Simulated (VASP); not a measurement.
# Al16BH3: single point with PBEsol

The system is Al16BH3, a slab with vacuum.

```
CELL_PARAMETERS angstrom
8.10000 0.00000 0.00000
0.00000 5.72757 0.00000
0.00000 0.00000 17.29567
ATOMIC_POSITIONS crystal
Al 0.25000 0.25000 0.05782
Al 0.75000 0.25000 0.05782
Al 0.25000 0.75000 0.05782
Al 0.75000 0.75000 0.05782
Al 0.00085 0.00070 0.13118
Al 0.49990 0.00375 0.12918
Al 0.00037 0.49923 0.13042
Al 0.50025 0.49702 0.13064
Al 0.24824 0.25043 0.21202
Al 0.75453 0.25233 0.21142
Al 0.25253 0.75122 0.21659
Al 0.75124 0.75066 0.21560
Al 0.00101 0.00197 0.28766
Al 0.50456 0.00736 0.28539
Al 0.00193 0.49979 0.28731
Al 0.50219 0.50062 0.28719
B 0.50019 0.25382 0.38391
H 0.60333 0.38434 0.41192
H 0.36784 0.24407 0.41607
H 0.57651 0.06312 0.38922
```

- Program: VASP 6.6.1
- Task: single point
- Functional: PBEsol
- Potentials or basis: VASP PAW PBE potentials, release 64 (Al, B, H)
- Cutoff: 520 eV
- k mesh: 2 × 3 × 1
- Occupations: gaussian, width 0.15 eV
- Spin: no spin polarisation

```
Largest force          : 0.145 eV/Å
Band gap on the k mesh : zero (filled and empty bands touch)
```

Forces on the atoms (eV/Å):
```
Al  -0.021  0.016 -0.120
Al   0.020  0.033 -0.138
Al   0.092 -0.015  0.112
Al  -0.080 -0.028  0.107
Al   0.004  0.000 -0.002
Al  -0.001 -0.002 -0.003
Al   0.002  0.002 -0.005
Al  -0.002  0.002 -0.002
Al   0.001  0.001  0.006
Al  -0.001  0.001  0.003
Al   0.002 -0.001  0.004
Al  -0.003  0.000  0.003
Al   0.001  0.000  0.007
Al  -0.006 -0.004  0.008
Al   0.000 -0.001  0.008
Al  -0.004  0.009  0.003
B   -0.003 -0.009 -0.013
H    0.030  0.005  0.016
H   -0.019  0.014  0.010
H   -0.012 -0.023 -0.005
```

Levels at points of the mesh, in eV from the Fermi level:
```
           k point  band 24  band 25  band 26  band 27  band 28  band 29  band 30  band 31
(0.00, 0.00, 0.00)    -0.96    -0.62    -0.60    -0.53    -0.01     0.27     0.64     1.21
(0.50, 0.00, 0.00)    -0.95    -0.94    -0.93    -0.76     0.19     0.59     0.59     1.41
```

Run time: 9.9 min on 1 thread of Intel Xeon 8259CL, with other jobs on the host, peak memory 0.79 GiB.

Caveat: the k points lie up to 0.39 Å⁻¹ apart; there is no dipole correction, which matters where the two faces differ; the PAW data sets were made with another functional, which shifts forces and pressure a little.
